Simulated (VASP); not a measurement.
## Al: single point with PBE

Al:

```
CELL_PARAMETERS angstrom
2.11927 0.00000 0.00000
-1.05963 1.83534 0.00000
0.00000 0.00000 3.42516
ATOMIC_POSITIONS crystal
Al 0.33333 0.66667 0.25000
Al 0.66667 0.33333 0.75000
```

This cell differs from its parent crystal: volume scaled by 0.4.

```json
{"Program": "VASP 6.6.1", "Task": "single point", "Functional": "PBE", "Potentials or basis": "VASP PAW PBE potentials, release 64 (Al)", "Cutoff": "520 eV", "k mesh": "15 × 15 × 8", "Occupations": "fermi-dirac, width 0.08 eV", "Spin": "no spin polarisation"}
```

The pressure is 448.9 GPa. The band gap on the k mesh is zero (band 3 reaches 27.81 eV, above the bottom of band 4 at 16.97 eV).

Stress tensor (GPa, compression positive):
```
449.10   0.00   0.00
  0.00 449.10   0.00
  0.00   0.00 448.49
```

Levels at points of the mesh, in eV from the Fermi level:
```
           k point  band 1  band 2  band 3  band 4  band 5  band 6  band 7
(0.00, 0.00, 0.00)  -18.29   -7.91   -5.53   16.81   16.81   18.29   19.50
(0.00, 0.00, 0.50)  -15.24  -15.24    6.11    6.11   17.81   17.81   17.81
```

Run time: 4.9 s on 1 thread of Intel(R) Xeon(R) 6975P-C (Granite Rapids) (shared host), peak memory 0.13 GiB.
